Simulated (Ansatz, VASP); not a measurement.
# AlNi in VASP and in Ansatz

```
CELL_PARAMETERS angstrom
1.92002 -1.94256 -0.00378
1.95123 1.97354 0.02550
0.01736 0.02323 3.17529
ATOMIC_POSITIONS crystal
Al 0.99577 0.02035 0.99188
Ni 0.50005 0.49469 0.49629
```

Change from the starting cell: kmesh displaced: [2, 2, 2] Gamma-centred.

Alike in both runs: task single point; functional PBEsol; k mesh 2 × 2 × 2; occupations gaussian, width 0.1 eV; no spin polarisation.

|  | VASP | Ansatz |
| --- | --- | --- |
| version | VASP 6.6.1 | Ansatz 0.2.0 |
| potentials or method | VASP PAW PBE potentials, release 64 (Al, Ni), cutoff 520 eV | scalar-relativistic, plane waves, PAW |
| valence electrons in the cell | 13 | 21 |

|  | VASP | Ansatz | Ansatz less VASP |
| --- | --- | --- | --- |
| gap on the k mesh at the Fermi level (eV) | none | none | - |
| pressure (GPa) | -0.3 | -0.4 | -0.05 |
| traceless stress, the component that is largest in VASP (GPa) | -13.34 | -13.19 | +0.150 |
| rms of the force components (eV/Å) | 0.278 | 0.276 | -0.0018 |

VASP's potentials were made for PBE, not for PBEsol. Atom by atom the forces differ by 0.002 eV/Å (rms over components). A gap of «none» marks a metal or a gap that the smearing closes. The functional is the same, so the differences come from potentials, cutoffs and numerics. VASP's potentials hold 13 valence electrons a cell and Ansatz's 21, so a difference there can come from the potentials and not from the codes.

The k mesh is coarse, so the values compare programs but aren't converged.
